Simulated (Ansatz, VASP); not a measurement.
**One calculation of SnO, two programs**

```
CELL_PARAMETERS angstrom
3.83692 0.00000 0.00000
0.00003 3.83692 0.00000
0.00000 0.00000 30.63492
ATOMIC_POSITIONS crystal
Sn 0.74999 0.25001 0.46218
Sn 0.24999 0.75001 0.53782
O 0.25000 0.25000 0.50000
O 0.75000 0.75000 0.50000
```

Alike in both runs: task single point; functional PBE; dispersion D3(BJ); k mesh 6 × 6 × 1; occupations gaussian, width 0.1 eV; no spin polarisation.

|  | VASP | Ansatz |
| --- | --- | --- |
| version | VASP 6.6.1 | Ansatz 0.2.0 |
| potentials or method | VASP PAW PBE potentials, release 64 (Sn_d, O_h), cutoff 1000 eV | scalar-relativistic, plane waves, PAW |
| valence electrons in the cell | 40 | 40 |

|  | VASP | Ansatz | Ansatz less VASP |
| --- | --- | --- | --- |
| gap on the k mesh at the Fermi level (eV) | 2.97 | 3.03 | +0.059 |
| least direct gap on the mesh (eV) | 3.01 | 3.07 | +0.057 |
| rms of the force components (eV/Å) | 0.164 | 0.132 | -0.0328 |

Ansatz's warnings: near symmetry operations not taken, structure snapped to symmetry.
